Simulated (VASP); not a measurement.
# Cu3Au13 in VASP: further runs

Cu3Au13 is run at these levels: PBE; tasks: single point, molecular dynamics.

All numbers are computed with VASP 6.6.1; they aren't measurements. Logs are shortened: lines on timing, memory, paths and dates and some standing lists are left out, and cuts for length are marked.

## (1) The cell of the first run

The cell holds an amorphous packing of atoms, 16 atoms: a = 6.687 Å, b = 6.611 Å, c = 6.544 Å, α = 90.14°, β = 91.07°, γ = 88.52°.

## (2) Single point, PBE

File INCAR:

```
PREC = Accurate
ENCUT = 520
EDIFF = 1E-6
ISMEAR = -1
SIGMA = 0.0672
LREAL = Auto
LASPH = True
NELM = 60
ALGO = Normal
ISIF = 2
LWAVE = False
LCHARG = True
GGA = PE
LELF = True
LVHAR = True
ISYM = 0
NBANDS = 102
```

File KPOINTS:

```
Automatic mesh
0
Gamma
  1 1 1
  0.25 0.25 0.25
```

File POSCAR:

```
Cu3Au13
1.0
    6.6859480000      0.0855830000     -0.0615900000
    0.0855830000      6.6105530000     -0.0078460000
   -0.0615900000     -0.0078460000      6.5441010000
Au Cu
13 3
Direct
    0.2188549969      0.4377972701      0.5148259840
    0.2586066981      0.4230682893      0.9975383907
    0.7075067877      0.9392822408     -0.0173862000
    0.8157714191      0.4979415815      0.4239588007
    0.0522590216      0.1586870096      0.2308655828
    0.2065683976      0.8716892057      0.5366348748
    0.3367596945      0.0206642964      0.8950205936
    0.6581072114      0.3762133649      0.0257681832
    0.7526347326      0.8845216838      0.4838399851
    0.8920714751      0.6136039747      0.7881403449
    0.9638528726      0.1784022988      0.7205291365
    0.4615624254      0.1417498623      0.3270296102
    0.4595945583      0.6689991126      0.2464404807
    0.6041732832      0.2533897269      0.6947719982
    0.5066146186      0.6763723554      0.7370510039
    0.0548248817      0.7849289247      0.1433005415
```

Potentials or basis: VASP PAW PBE potentials, release 64 (Au, Cu).

On the command line:

```bash
cat potpaw_PBE.64/Au/POTCAR potpaw_PBE.64/Cu/POTCAR > POTCAR
mpirun -np 1 vasp_std > vasp.out
```

OUTCAR:

```text
PREC = Accurate
   ENCUT = 520
   EDIFF = 1E-6
   ISMEAR = -1
   LREAL = Auto
   LASPH = True
   NELM = 60
   ISIF = 2
   GGA = PE
   ISYM = 0

 ion  position               nearest neighbor table
   1  0.219  0.438  0.515-   4 2.77  12 2.81  11 2.81   5 2.85   6 2.87  13 2.87  15 2.89  14 3.04
                            10 3.05   2 3.17   2 3.40
   2  0.259  0.423  0.998-  13 2.67   8 2.68   5 2.74   7 2.78  16 2.89  15 2.95  10 3.03  12 3.12
                            11 3.13   1 3.17   1 3.40
   3  0.708  0.939  0.983-   7 2.58  16 2.71  15 2.73  10 2.77  14 2.87   8 2.91  11 2.94  13 3.03
                            12 3.10   5 3.17   9 3.30   9 3.31
   4  0.816  0.498  0.424-  10 2.55   9 2.61   1 2.77  14 2.83  13 2.84   8 2.91   5 3.00  11 3.01
                            16 3.13  15 3.14  12 3.43
   5  0.052  0.159  0.231-  16 2.53   2 2.74  12 2.80   1 2.85   6 2.92   4 3.00   7 3.06   3 3.17
                             9 3.22   8 3.24  11 3.27  11 3.38
   6  0.207  0.872  0.537-   7 2.68  15 2.68  16 2.81  11 2.84  12 2.87   1 2.87  13 2.87   5 2.92
                             9 3.05  10 3.22
   7  0.337  0.021  0.895-   3 2.58   6 2.68  15 2.73  14 2.74   2 2.78  11 2.89  16 2.98  12 3.04
                             5 3.06   8 3.33  13 3.35
   8  0.658  0.376  0.026-  14 2.34   2 2.68  13 2.74  10 2.75  12 2.87  15 2.89   4 2.91   3 2.91
                            11 3.14   5 3.24   7 3.33
   9  0.753  0.885  0.484-   4 2.61  12 2.74  15 2.75  10 2.81  11 2.87  13 2.88  14 2.96   6 3.05
                            16 3.09   5 3.22   3 3.30   3 3.31
  10  0.892  0.614  0.788-   4 2.55  15 2.62   8 2.75   3 2.77  16 2.80   9 2.81  11 2.94   2 3.03
                             1 3.05  14 3.15   6 3.22
  11  0.964  0.178  0.721-  14 2.45   1 2.81   6 2.84   9 2.87   7 2.89  10 2.94   3 2.94   4 3.01
                             2 3.13   8 3.14   5 3.27   5 3.38
  12  0.462  0.142  0.327-  14 2.68   9 2.74   5 2.80   1 2.81   6 2.87   8 2.87   7 3.04   3 3.10
                             2 3.12  13 3.17   4 3.43  13 3.53
  13  0.460  0.669  0.246-   2 2.67   8 2.74   4 2.84  16 2.86   6 2.87   1 2.87   9 2.88   3 3.03
                            12 3.17   7 3.35  12 3.53
  14  0.604  0.253  0.695-   8 2.34  11 2.45  12 2.68   7 2.74   4 2.83   3 2.87   9 2.96   1 3.04
                            10 3.15
  15  0.507  0.676  0.737-  10 2.62   6 2.68   3 2.73   7 2.73   9 2.75   1 2.89   8 2.89   2 2.95
                             4 3.14
  16  0.055  0.785  0.143-   5 2.53   3 2.71  10 2.80   6 2.81  13 2.86   2 2.89   7 2.98   9 3.09
                             4 3.13

IMPORTANT INFORMATION: All symmetrisations will be switched off!
NOSYMM: (Re-)initialisation of all symmetry stuff for point group C_1.

----------------------------------------------------------------------------------------

                                     Primitive cell

  volume of cell :     289.1616

  direct lattice vectors                    reciprocal lattice vectors
     6.685948000  0.085583000 -0.061590000     0.149605141 -0.001935183  0.001405693
     0.085583000  6.610553000 -0.007846000    -0.001935183  0.151298522  0.000163185
    -0.061590000 -0.007846000  6.544101000     0.001405693  0.000163185  0.152822803

  length of vectors
     6.686779377  6.611111629  6.544395525     0.149624260  0.151310986  0.152829355

  position of ions in fractional coordinates (direct lattice)
     0.218854997  0.437797270  0.514825984
     0.258606698  0.423068289  0.997538391
     0.707506788  0.939282241  0.982613800
     0.815771419  0.497941582  0.423958801
     0.052259022  0.158687010  0.230865583
     0.206568398  0.871689206  0.536634875
[... 8 lines left out ...]
     0.506614619  0.676372355  0.737051004
     0.054824882  0.784928925  0.143300541

  ion indices of the primitive-cell ions
   primitive index   ion index
                 1           1
                 2           2
                 3           3
                 4           4
                 5           5
                 6           6
[... 8 lines left out ...]
                15          15
                16          16

----------------------------------------------------------------------------------------

 KPOINTS: Automatic mesh

Automatic generation of k-mesh.
 Grid dimensions read from file:
 generate k-points for:    1    1    1

 Generating k-lattice:

  Cartesian coordinates                     Fractional coordinates (reciprocal lattice)
     0.149605141 -0.001935183  0.001405693     1.000000000  0.000000000  0.000000000
    -0.001935183  0.151298522  0.000163185    -0.000000000  1.000000000  0.000000000
     0.001405693  0.000163185  0.152822803    -0.000000000  0.000000000  1.000000000

  Length of vectors
     0.149624260  0.151310986  0.152829355

  Shift w.r.t. Gamma in fractional coordinates (k-lattice)
     0.250000000  0.250000000  0.250000000

 Subroutine IBZKPT returns following result:
 ===========================================

 Found      1 irreducible k-points:

 Following reciprocal coordinates:
            Coordinates               Weight
  0.250000  0.250000  0.250000      2.000000
   k-points           NKPTS =      1   k-points in BZ     NKDIM =      1   number of bands    NBANDS=    102
   number of dos      NEDOS =    301   number of ions     NIONS =     16
   total plane-waves  NPLWV = 125000
   dimension x,y,z NGX =    50 NGY =   50 NGZ =   50
   dimension x,y,z NGXF=   100 NGYF=  100 NGZF=  100
   ions per type =              13   3
   NGX,Y,Z   is equivalent  to a cutoff of  12.43, 12.57, 12.70 a.u.
   NGXF,Y,Z  is equivalent  to a cutoff of  24.86, 25.15, 25.40 a.u.
 SYSTEM =  unknown system
   PREC   = accura    normal or accurate (medium, high low for compatibility)
   ISTART =      0    job   : 0-new  1-cont  2-samecut
   ICHARG =      2    charge: 1-file 2-atom 10-const
   ISPIN  =      1    spin polarized calculation?
   LNONCOLLINEAR =      F non collinear calculations
   LSORBIT =      F    spin-orbit coupling
   LASPH  =      T    aspherical Exc in radial PAW
   ENCUT  =  520.0 eV  38.22 Ry    6.18 a.u.  12.43 12.29 12.17*2*pi/ulx,y,z
   NELM   =     60;   NELMIN=  2; NELMDL= -5     # of ELM steps
   EDIFF  = 0.1E-05   stopping-criterion for ELM
   LREAL  =      T    real-space projection
   EDIFFG = 0.1E-04   stopping-criterion for IOM
   NSW    =      0    number of steps for IOM
   IBRION =     -1    ionic relax: 0-MD 1-quasi-New 2-CG
   NFREE  =      0    steps in history (QN), initial steepest desc. (CG)
   ISIF   =      2    stress and relaxation
   ISYM   =      0    0-nonsym 1-usesym 2-fastsym
   POTIM  = 0.5000    time-step for ionic-motion
   TEBEG  =    0.0;   TEEND  =   0.0 temperature during run
   PSTRESS=    0.0 pullay stress
   NELECT =     176.0000    total number of electrons
   NUPDOWN=      -1.0000    fix difference up-down
   EMIN   =  10.00;   EMAX   =-10.00  energy-range for DOS
   EFERMI =   0.00;   METHOD = LEGACY
   ISMEAR =    -1;   SIGMA  =   0.07  broadening in eV -4-tet -1-fermi 0-gaus
   EFERMI_NEDOS =   21; number of points for ismear=-14 and -15
   IALGO  =     38    algorithm
   IMIX   =      4    mixing-type and parameters
     AMIX     =   0.40;   BMIX     =  1.00
     AMIX_MAG =   1.60;   BMIX_MAG =  1.00
  volume/ion in A,a.u.               =      18.07       121.96
  Fermi-wavevector in a.u.,A,eV,Ry     =   1.387391  2.621789 26.189221  1.924853
  Thomas-Fermi vector in A             =   2.511616
   LORBIT       =      0    0 simple, 1 ext, 2 COOP (PROOUT), +10 PAW based schemes
   GGA     = PE    functional components
   LHFCALC =     F    Hartree Fock is set to
   AEXX    =    0.0000 exact exchange contribution
   IVDW    =     0    specifies the selected vdW correction
   LEPSILON=     F    determine dielectric tensor
   LRPA    =     F    only Hartree local field effects (RPA)
 non-spin polarized calculation
  energy-cutoff  :      520.00
  volume of cell :      289.16
 maximum number of plane-waves:      7795
 NGX is ok and might be reduce to    50
   NGX = 25   NGY = 25   NGZ = 25

 number of electron     175.9999971 magnetization

 Free energy of the ion-electron system (eV)
  ---------------------------------------------------
  ext. energy  EPLUGINS =         0.00000000
  ---------------------------------------------------
  free energy    TOTEN  =       -50.71099926 eV

  energy without entropy =      -50.56625011  energy(sigma->0) =      -50.63862469

 E-fermi :   7.8660     XC(G=0): -11.9595

 val. band max:        7.7791218403   @ k =   0.2500   0.2500   0.2500
 cond. band min:       7.9558549529   @ k =   0.2500   0.2500   0.2500
 fundamental gap:      0.1767331126
 Fermi energy:         7.8659612314

 k-point     1 :       0.2500    0.2500    0.2500
  band No.  band energies     occupation
      1      -0.6145      2.00000
      2       0.5713      2.00000
      3       0.8676      2.00000
      4       0.9777      2.00000
      5       1.0608      2.00000
      6       1.2246      2.00000
[... 92 lines left out ...]
     99      11.9788      0.00000
    100      12.3249      0.00000
 [bands above 100 left out]

------------------------ aborting loop because EDIFF is reached ----------------------------------------

  FORCE on cell =-STRESS in cart. coord.  units (eV):
  Direction    XX          YY          ZZ          XY          YZ          ZX
  --------------------------------------------------------------------------------------
  -------------------------------------------------------------------------------------
  Total        3.8601782      7.1034980     -6.7326588     -0.3953102      5.3617588      3.8978759
  in kB       21.3883504     39.3588316    -37.3040979     -2.1903220     29.7082592     21.5972242
  external PRESSURE =       7.8143614 kB  Pullay stress =       0.0000000 kB

 VOLUME and BASIS-vectors are now :
 -----------------------------------------------------------------------------
  energy-cutoff  :      520.00
  volume of cell :      289.16
      direct lattice vectors                 reciprocal lattice vectors
     6.685948000  0.085583000 -0.061590000     0.149605141 -0.001935183  0.001405693
     0.085583000  6.610553000 -0.007846000    -0.001935183  0.151298522  0.000163185
    -0.061590000 -0.007846000  6.544101000     0.001405693  0.000163185  0.152822803

 POSITION                                       TOTAL-FORCE (eV/Angst)
 -----------------------------------------------------------------------------------
      1.46901      2.90877      3.35216         0.828972      0.256128      0.240220
      1.70380      2.81102      6.50874        -1.105756      0.703345     -1.019469
      4.75022      6.26202      6.37938         1.445529     -0.136034      0.660553
      5.47071      3.35816      2.72028        -0.685526     -1.663484     -2.012941
      0.34876      1.05167      1.50634        -1.016553      0.009574      0.026733
      1.42266      5.77582      3.49223        -0.505389     -0.240269     -0.345681
[... 8 lines left out ...]
      3.39969      4.50877      4.78683        -0.385438     -0.294889     -0.034386
      0.42491      5.19238      0.92824         0.129717     -0.738157     -0.159092
 -----------------------------------------------------------------------------------
    total drift:                                0.001256      0.010068     -0.004587

  FREE ENERGIE OF THE ION-ELECTRON SYSTEM (eV)
  ---------------------------------------------------
  free  energy   TOTEN  =       -50.7109992647 eV

  energy  without entropy=      -50.5662501086  energy(sigma->0) =      -50.63862469
```

Wall time 1.7 min (1 thread of Intel Xeon Platinum 8124M at 3.00GHz (Skylake/Cascade Lake), shared host); peak memory 0.35 GiB.

Results:

| Property | Result |
| --- | --- |
| Free energy | -50.7110 eV |
| Pressure | 0.8 GPa |
| Largest force | 2.743 eV/Å |
| Band gap on the k mesh | 0.18 eV |

Forces in eV/Å, atoms in the order of the input:
```
Au   0.829  0.256  0.240
Au  -1.106  0.703 -1.019
Au   1.446 -0.136  0.661
Au  -0.686 -1.663 -2.013
Au  -1.017  0.010  0.027
Au  -0.505 -0.240 -0.346
Au  -1.147 -0.003  0.298
Au   1.339  0.093  2.253
Au   0.266  1.423 -0.163
Au   1.304  0.468  1.833
Au   1.019 -0.465  0.563
Au   0.101 -0.019 -0.240
Au   0.005  0.879  0.317
Cu  -1.592 -0.273 -2.217
Cu  -0.385 -0.295 -0.034
Cu   0.130 -0.738 -0.159
```

Caveat: the k points lie up to 0.96 Å⁻¹ apart; spin-orbit coupling is left out, which moves the levels of the heavy elements.

[end of part 1 of 2]
